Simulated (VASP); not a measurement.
Here is a VASP 6.6.1 calculation.

INCAR

```
SYSTEM = TiAl
PREC     = Accurate       ! precision mode
ENCUT    = 520            ! plane-wave cutoff, eV
EDIFF    = 1E-6           ! SCF threshold, eV
ISMEAR   = 0              ! smearing method
SIGMA    = 0.15           ! smearing width, eV
LREAL    = .FALSE.        ! projectors in reciprocal space
LASPH    = .TRUE.         ! aspherical terms in the spheres
NELM     = 60             ! most SCF steps
ALGO     = Fast           ! electronic algorithm
ISIF     = 2              ! what is computed and relaxed
LWAVE    = .FALSE.        ! write WAVECAR
LCHARG   = .FALSE.        ! write CHGCAR
GGA      = PS             ! functional
NBANDS   = 14             ! bands
```

Contents of KPOINTS:

```
Automatic mesh
0
G
  18 18 10
  0 0 0
```

Contents of POSCAR:

```
TiAl
1.0
    2.7906000000      0.0000000000      0.0000000000
   -1.3953000000      2.4167304918      0.0000000000
    0.0000000000      0.0000000000      4.7424000000
Ti Al
1 1
Direct
    0.0000000000      0.0000000000      0.0000000000
    0.3333333333      0.6666666667      0.5000000000
```

Potentials or basis: VASP PAW PBE potentials, release 64 (Ti_sv, Al).

The run is started by

```sh
$ cat potpaw_PBE.64/Ti_sv/POTCAR potpaw_PBE.64/Al/POTCAR > POTCAR
$ mpirun -np 1 vasp_std > vasp.out
```

What does it give for the band gap on the k mesh?

Zero (an odd number of electrons rules out a gap without spin polarisation).

Predict the pressure.

1.3 GPa.

Stress tensor (GPa, compression positive):
```
 3.77  0.00  0.00
 0.00  3.77  0.00
 0.00  0.00 -3.76
```

Caveat: the PAW data sets were made with another functional, which shifts forces and pressure a little.
